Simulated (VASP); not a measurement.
Here is a VASP 6.6.1 calculation.

The input POSCAR:

```
CdSe
1.0
    0.0000000000      2.9757475364      3.1937139091
    2.9757475364      0.0000000000      3.1937139091
    2.9757475364      2.9757475364      0.0000000000
Cd Se
1 1
Direct
    0.0000000000      0.0000000000      0.0000000000
    0.2500000000      0.2500000000      0.2500000000
```

INCAR.step1

```
SYSTEM = CdSe
PREC     = Accurate       ! precision mode
ENCUT    = 500            ! plane-wave cutoff, eV
EDIFF    = 1E-8           ! SCF threshold, eV
ISMEAR   = 0              ! smearing method
SIGMA    = 0.01           ! smearing width, eV
LREAL    = .FALSE.        ! projectors in reciprocal space
LASPH    = .TRUE.         ! aspherical terms in the spheres
NELM     = 80             ! most SCF steps
ALGO     = Normal         ! electronic algorithm
LWAVE    = .TRUE.         ! write WAVECAR
LCHARG   = .FALSE.        ! write CHGCAR
GGA      = PE             ! functional
```

File INCAR.step2:

```
SYSTEM = CdSe
PREC     = Accurate       ! precision mode
ENCUT    = 500            ! plane-wave cutoff, eV
EDIFF    = 1E-8           ! SCF threshold, eV
ISMEAR   = 0              ! smearing method
SIGMA    = 0.01           ! smearing width, eV
LREAL    = .FALSE.        ! projectors in reciprocal space
LASPH    = .TRUE.         ! aspherical terms in the spheres
NELM     = 1              ! most SCF steps
ALGO     = Exact          ! electronic algorithm
LWAVE    = .TRUE.         ! write WAVECAR
LCHARG   = .FALSE.        ! write CHGCAR
GGA      = PE             ! functional
NBANDS   = 244            ! bands
LOPTICS  = .TRUE.         ! frequency-dependent dielectric function
ISTART   = 1
```

The input INCAR.step3:

```
SYSTEM = CdSe
PREC     = Accurate       ! precision mode
ENCUT    = 500            ! plane-wave cutoff, eV
EDIFF    = 1E-8           ! SCF threshold, eV
ISMEAR   = 0              ! smearing method
SIGMA    = 0.01           ! smearing width, eV
LREAL    = .FALSE.        ! projectors in reciprocal space
LASPH    = .TRUE.         ! aspherical terms in the spheres
ALGO     = EVGW0          ! electronic algorithm
LWAVE    = .FALSE.        ! write WAVECAR
LCHARG   = .FALSE.        ! write CHGCAR
GGA      = PE             ! functional
NELMGW   = 1            
NBANDS   = 244            ! bands
ENCUTGW  = 150.0          ! cutoff of the response function
NOMEGA   = 96             ! frequency points
PRECFOCK = Fast         
ISTART   = 1            
NBANDSGW = 17           
OMEGAMAX = 20
```

The input KPOINTS:

```
Automatic mesh
0
G
  4 4 4
  0 0 0
```

Potentials or basis: VASP PAW PBE potentials, release 64 (Cd_GW, Se_GW).

Run with:

```console
$ cat potpaw_PBE.64/Cd_GW/POTCAR potpaw_PBE.64/Se_GW/POTCAR > POTCAR
$ cp INCAR.step1 INCAR
$ mpirun -np 1 vasp_std > vasp.out
$ cp INCAR.step2 INCAR
$ mpirun -np 1 vasp_std > vasp.out
$ cp INCAR.step3 INCAR
$ mpirun -np 1 vasp_std > vasp.out
```

Task: What does it give for the quasiparticle gap?

Result: 1.14 eV.

Task: Estimate the least direct quasiparticle gap.

Result: 1.14 eV.

Task: Predict the band gap of the starting levels on the mesh.

Result: 0.48 eV.

Caveat: the k points lie up to 0.45 Å⁻¹ apart; bands, screening cutoff and mesh are small and nothing is extrapolated, so the quasiparticle values aren't converged; the structure was generated, so it needn't be the stable form of CdSe.
